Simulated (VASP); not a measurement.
# Al2Ru (Fddd) in VASP: a series of runs

Al2Ru is run at these levels: PBEsol; tasks: single point.

Program: VASP 6.6.1. These are calculated values, not measurements. Logs are shortened: lines on timing, memory, paths and dates and some standing lists are left out, and cuts for length are marked.

## Step 1: The cell of the first run

The structure is orthorhombic, space group Fddd (No. 70). Conventional cell: a = 4.631 Å, b = 7.856 Å, c = 8.507 Å, α = 90.00°, β = 90.00°, γ = 90.00°. Al (site symmetry 2) has 5 Ru at 2.50 to 2.68 Å and 9 Al at 2.53 to 3.12 Å within 3.3 Å. Within 3.3 Å of Ru (site symmetry 222) lie 10 Al at 2.50 to 2.68 Å and 4 Ru at 3.12 Å.

## Step 2: Single point, PBEsol (strain -0.015 along x and y, -0.030 along z)

INCAR reads:

```
ALGO = Normal ; EDIFF = 1E-6
ENCUT = 520 ; GGA = PS
ISIF = 2 ; ISMEAR = 0
LASPH = T ; LCHARG = F
LREAL = F ; LWAVE = F
NBANDS = 29 ; NELM = 100
PREC = Accurate ; SIGMA = 0.03
```

KPOINTS reads:

```
k-points
0
Gamma
  10 10 10
```

POSCAR reads:

```
Al2Ru
1.0
    0.0000000000      3.9278333200      4.2535269682
    2.3153105560      0.0000000000      4.2535269682
    2.3153105560      3.9278333200      0.0000000000
Al Ru
4 2
Direct
    0.0789481736      0.4210518264      0.0789481736
    0.4210518264      0.0789481736      0.4210518264
    0.1710518264      0.8289481736      0.1710518264
    0.8289481736      0.1710518264      0.8289481736
    0.7500000000      0.7500000000      0.7500000000
    0.5000000000      0.5000000000      0.5000000000
```

Potentials or basis: VASP PAW PBE potentials, release 64 (Al, Ru_pv).

Started as:

```bash
$ cat potpaw_PBE.64/Al/POTCAR potpaw_PBE.64/Ru_pv/POTCAR > POTCAR
$ mpirun -np 1 vasp_std > vasp.out
```

OUTCAR:

```text
EDIFF = 1E-6
   ENCUT = 520
   GGA = PS
   ISIF = 2
   ISMEAR = 0
   LASPH = T
   LREAL = F
   NELM = 100
   PREC = Accurate

 ion  position               nearest neighbor table
   1  0.079  0.421  0.079-   6 2.50   6 2.50   3 2.53   3 2.53   5 2.58   2 2.63   2 2.63   5 2.68
                             5 2.68   2 2.69   4 3.12   4 3.12   4 3.12   4 3.12
   2  0.421  0.079  0.421-   6 2.50   6 2.50   4 2.53   4 2.53   5 2.58   1 2.63   1 2.63   5 2.68
                             5 2.68   1 2.69   3 3.12   3 3.12   3 3.12   3 3.12
   3  0.171  0.829  0.171-   5 2.50   5 2.50   1 2.53   1 2.53   6 2.58   4 2.63   4 2.63   6 2.68
                             6 2.68   4 2.69   2 3.12   2 3.12   2 3.12   2 3.12
   4  0.829  0.171  0.829-   5 2.50   5 2.50   2 2.53   2 2.53   6 2.58   3 2.63   3 2.63   6 2.68
                             6 2.68   3 2.69   1 3.12   1 3.12   1 3.12   1 3.12
   5  0.750  0.750  0.750-   4 2.50   3 2.50   4 2.50   3 2.50   1 2.58   2 2.58   2 2.68   2 2.68
                             1 2.68   1 2.68   6 3.12   6 3.12   6 3.12   6 3.12
   6  0.500  0.500  0.500-   1 2.50   2 2.50   1 2.50   2 2.50   3 2.58   4 2.58   3 2.68   3 2.68
                             4 2.68   4 2.68   5 3.12   5 3.12   5 3.12   5 3.12

  LATTYP: Found a face centered orthorhombic cell.
 ALAT       =     4.6306211120
 B/A-ratio  =     1.6964606799
 C/A-ratio  =     1.8371302101

  Lattice vectors:

 A1 = (   0.0000000000,   3.9278333200,   4.2535269682)
 A2 = (   2.3153105560,   0.0000000000,   4.2535269682)
 A3 = (   2.3153105560,   3.9278333200,   0.0000000000)

Analysis of symmetry for initial positions (statically):
=====================================================================
 Subroutine PRICEL returns:
 Original cell was already a primitive cell.

 Routine SETGRP: Setting up the symmetry group for a
 face centered orthorhombic supercell.

 Subroutine GETGRP returns: Found  8 space group operations
 (whereof  4 operations were pure point group operations)
 out of a pool of  8 trial point group operations.

The static configuration has the point symmetry D_2 .
 The point group associated with its full space group is D_2h.

Analysis of symmetry for dynamics (positions and initial velocities):
=====================================================================
 Subroutine PRICEL returns:
 Original cell was already a primitive cell.

 Routine SETGRP: Setting up the symmetry group for a
 face centered orthorhombic supercell.

 Subroutine GETGRP returns: Found  8 space group operations
 (whereof  4 operations were pure point group operations)
 out of a pool of  8 trial point group operations.

The dynamic configuration has the point symmetry D_2 .
 The point group associated with its full space group is D_2h.

 Subroutine INISYM returns: Found  8 space group operations
[... 115 lines left out ...]
   PSTRESS=    0.0 pullay stress
   NELECT =      40.0000    total number of electrons
   NUPDOWN=      -1.0000    fix difference up-down
   EMIN   =  10.00;   EMAX   =-10.00  energy-range for DOS
   EFERMI =   0.00;   METHOD = LEGACY
   ISMEAR =     0;   SIGMA  =   0.03  broadening in eV -4-tet -1-fermi 0-gaus
   EFERMI_NEDOS =   21; number of points for ismear=-14 and -15
   IALGO  =     38    algorithm
   IMIX   =      4    mixing-type and parameters
     AMIX     =   0.40;   BMIX     =  1.00
     AMIX_MAG =   1.60;   BMIX_MAG =  1.00
  volume/ion in A,a.u.               =      12.89        87.01
  Fermi-wavevector in a.u.,A,eV,Ry     =   1.313957  2.483018 23.490211  1.726482
  Thomas-Fermi vector in A             =   2.444243
   LORBIT       =      0    0 simple, 1 ext, 2 COOP (PROOUT), +10 PAW based schemes
   GGA     = PS    functional components
   LHFCALC =     F    Hartree Fock is set to
   AEXX    =    0.0000 exact exchange contribution
   IVDW    =     0    specifies the selected vdW correction
   LEPSILON=     F    determine dielectric tensor
   LRPA    =     F    only Hartree local field effects (RPA)
 non-spin polarized calculation
 Gauss-broadening in eV      SIGMA  =   0.03
  energy-cutoff  :      520.00
  volume of cell :       77.36
 maximum number of plane-waves:      2118
 NGX is ok and might be reduce to    48
   NGX = 21   NGY = 19   NGZ = 17

 number of electron      39.9999998 magnetization

 Free energy of the ion-electron system (eV)
  ---------------------------------------------------
  ext. energy  EPLUGINS =         0.00000000
  ---------------------------------------------------
  free energy    TOTEN  =       -40.62713394 eV

  energy without entropy =      -40.62713394  energy(sigma->0) =      -40.62713394

 E-fermi :  11.5320     XC(G=0): -12.3080

 val. band max:       11.4375042156   @ k =   0.0000   0.0000   0.0000
 cond. band min:      11.6295060182   @ k =   0.0000   0.3000   0.3000
 fundamental gap:      0.1920018026
 Fermi energy:        11.5319617134

 k-point     1 :       0.0000    0.0000    0.0000
  band No.  band energies     occupation
      1     -31.2795      2.00000
      2     -31.1867      2.00000
      3     -31.1690      2.00000
      4     -31.1281      2.00000
      5     -31.1130      2.00000
      6     -31.0964      2.00000
[... 757 lines left out ...]
     28      16.7081      0.00000
     29      17.8312      0.00000

 [... further k-points ...]

------------------------ aborting loop because EDIFF is reached ----------------------------------------

  FORCE on cell =-STRESS in cart. coord.  units (eV):
  Direction    XX          YY          ZZ          XY          YZ          ZX
  --------------------------------------------------------------------------------------
  -------------------------------------------------------------------------------------
  Total        5.5508585      4.8821211      8.3713470      0.0000000      0.0000000      0.0000000
  in kB      114.9553670    101.1061669    173.3662041      0.0000000      0.0000000      0.0000000
  external PRESSURE =     129.8092460 kB  Pullay stress =       0.0000000 kB

 VOLUME and BASIS-vectors are now :
 -----------------------------------------------------------------------------
  energy-cutoff  :      520.00
  volume of cell :       77.36
      direct lattice vectors                 reciprocal lattice vectors
     0.000000000  3.927833320  4.253526968    -0.215953751  0.127296644  0.117549507
     2.315310556  0.000000000  4.253526968     0.215953751 -0.127296644  0.117549507
     2.315310556  3.927833320  0.000000000     0.215953751  0.127296644 -0.117549507

 POSITION                                       TOTAL-FORCE (eV/Angst)
 -----------------------------------------------------------------------------------
      1.15766      0.62019      2.12676        -0.000000      0.043152     -0.000000
      1.15766      3.30764      2.12676        -0.000000     -0.043152     -0.000000
      2.31531      1.34373      4.25353        -0.000000     -0.043152     -0.000000
      2.31531      6.51194      4.25353        -0.000000      0.043152     -0.000000
      3.47297      5.89175      6.38029        -0.000000      0.000000      0.000000
      2.31531      3.92783      4.25353         0.000000      0.000000      0.000000
 -----------------------------------------------------------------------------------
    total drift:                               -0.000000     -0.000000     -0.000000

  FREE ENERGIE OF THE ION-ELECTRON SYSTEM (eV)
  ---------------------------------------------------
  free  energy   TOTEN  =       -40.6271339401 eV

  energy  without entropy=      -40.6271339384  energy(sigma->0) =      -40.62713394
```

OSZICAR:

```text
N       E                     dE             d eps       ncg     rms          rms(c)
DAV:   1     0.301615092745E+03    0.30162E+03   -0.21527E+04 10430   0.132E+03
DAV:   2    -0.318231012005E+02   -0.33344E+03   -0.32236E+03 10664   0.358E+02
DAV:   3    -0.423683962158E+02   -0.10545E+02   -0.10408E+02 12057   0.621E+01
DAV:   4    -0.424899464032E+02   -0.12155E+00   -0.12145E+00 11620   0.660E+00
DAV:   5    -0.424925875077E+02   -0.26411E-02   -0.26410E-02 12204   0.995E-01    0.215E+01
DAV:   6    -0.413559379680E+02    0.11366E+01   -0.14097E+01 11069   0.258E+01    0.547E+00
DAV:   7    -0.407343062685E+02    0.62163E+00   -0.33117E+00 10729   0.128E+01    0.453E+00
DAV:   8    -0.406314801849E+02    0.10283E+00   -0.19859E-01 11375   0.337E+00    0.590E-01
DAV:   9    -0.406275321890E+02    0.39480E-02   -0.69997E-03 12148   0.455E-01    0.384E-01
DAV:  10    -0.406272394733E+02    0.29272E-03   -0.21690E-03 11381   0.354E-01    0.133E-01
DAV:  11    -0.406271405755E+02    0.98898E-04   -0.62515E-04 11212   0.192E-01    0.510E-02
DAV:  12    -0.406271342458E+02    0.63298E-05   -0.25252E-05 12775   0.356E-02    0.585E-03
DAV:  13    -0.406271339401E+02    0.30569E-06   -0.65695E-07  7019   0.482E-03
   1 F= -.40627134E+02 E0= -.40627134E+02  d E =-.170583E-08
```

Wall time 5.9 min (1 thread of Intel Xeon Platinum 8488C (Sapphire Rapids), shared host); peak memory 0.46 GiB.

Results:

| Item | Value |
| --- | --- |
| Free energy | -40.6271 eV |
| Pressure | 13.0 GPa |
| Largest force | 0.043 eV/Å |

Forces on the atoms (eV/Å):
```
Al   0.000  0.043  0.000
Al   0.000 -0.043  0.000
Al   0.000 -0.043  0.000
Al   0.000  0.043  0.000
Ru   0.000  0.000  0.000
Ru   0.000  0.000  0.000
```

Caveat: the cell differs from its parent crystal (strain -0.015 along x and y, -0.030 along z); the stress differs along the axes, from 10 to 17 GPa; the PAW data sets were made with another functional, which shifts forces and pressure a little.

(Part 1 of 2 ends here.)
